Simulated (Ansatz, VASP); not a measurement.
GaN: VASP beside Ansatz

Contents of POSCAR:

```
GaN
1.0
    0.0000000000      2.1589944395      2.1589944395
    2.1589944395      0.0000000000      2.1589944395
    2.1589944395      2.1589944395      0.0000000000
Ga N
1 1
Direct
    0.0000000000      0.0000000000      0.0000000000
    0.2500000000      0.2500000000      0.2500000000
```

INCAR.step1

```
SYSTEM = GaN
PREC     = Accurate       ! precision mode
ENCUT    = 520            ! plane-wave cutoff, eV
ISMEAR   = 0              ! smearing method
SIGMA    = 0.01           ! smearing width, eV
LREAL    = .FALSE.        ! projectors in reciprocal space
LASPH    = .TRUE.         ! aspherical terms in the spheres
NELM     = 150            ! most SCF steps
MAGMOM   = 0 0 0 0 0 0    ! initial moments
LSORBIT  = .TRUE.         ! spin-orbit coupling
GGA_COMPAT= .FALSE.      
NBANDS   = 30             ! bands
GGA      = PE             ! functional
ALGO     = Normal         ! electronic algorithm
EDIFF    = 1E-4           ! SCF threshold, eV
LWAVE    = .TRUE.         ! write WAVECAR
LCHARG   = .FALSE.        ! write CHGCAR
```

INCAR.step2

```
SYSTEM = GaN
PREC     = Accurate       ! precision mode
ENCUT    = 520            ! plane-wave cutoff, eV
EDIFF    = 1E-6           ! SCF threshold, eV
ISMEAR   = 0              ! smearing method
SIGMA    = 0.01           ! smearing width, eV
LREAL    = .FALSE.        ! projectors in reciprocal space
LASPH    = .TRUE.         ! aspherical terms in the spheres
NELM     = 150            ! most SCF steps
ALGO     = Normal         ! electronic algorithm
ISIF     = 2              ! what is computed and relaxed
LWAVE    = .FALSE.        ! write WAVECAR
LCHARG   = .FALSE.        ! write CHGCAR
MAGMOM   = 0 0 0 0 0 0    ! initial moments
LORBIT   = 11             ! projections on sites
LSORBIT  = .TRUE.         ! spin-orbit coupling
GGA_COMPAT= .FALSE.      
LORBMOM  = .TRUE.       
METAGGA  = R2SCAN         ! meta-GGA
LMIXTAU  = .TRUE.       
NBANDS   = 30             ! bands
ISTART   = 1
```

Contents of KPOINTS:

```
regular mesh
0
G
  10 10 10
  0 0 0
```

Input for Ansatz:

```yaml
crystal:
  lattice:
    - [0.0, 2.1589944395, 2.1589944395]
    - [2.1589944395, 0.0, 2.1589944395]
    - [2.1589944395, 2.1589944395, 0.0]
  atoms:
    - { symbol: Ga, position: [0.0, 0.0, 0.0] }
    - { symbol: "N", position: [0.25, 0.25, 0.25] }
kpoints:
  mp_grid: { grid: [10, 10, 10] }
  band_path:
    path:
      - [0.0, 0.0, 0.0]
      - [-0.5, -0.5, 0.0]
      - [-0.375, -0.375, 0.25]
      - [-0.375, 0.0, 0.375]
      - [0.0, 0.0, 0.5]
      - [-0.5, -0.25, 0.25]
    npoints: 1
hamiltonian:
  xc: r2scan
scf:
  occupations: { method: fixed }
  n_extra_bands: 8
magnetization:
  noncollinear: true
  spin_orbit: true
output:
  forces: true
  stress: true
  eigenvalues: true
```

Change from the starting cell: hydrostatic strain -4.0%.

Alike in both runs: task single point; functional r2SCAN; k mesh 10 × 10 × 10; non-collinear spin, spin-orbit coupling.

```csv
,VASP,Ansatz
version,VASP 6.6.1,Ansatz 0.2.0
potentials or method,"VASP PAW PBE potentials, release 64 (Ga_d, N)","plane waves, PAW"
plane-wave cutoff (eV),520,500
occupations,"gaussian, width 0.01 eV",fixed
valence electrons in the cell,18,18
```

Ansatz gave:

* pressure (GPa): 31.3

Question: What did VASP give for the same quantities?

Answer: Pressure (GPa): 32.8.

VASP's potentials were made for PBE, not for r2SCAN. Both programs put the cell under a high pressure, so it lies far from rest at this level.
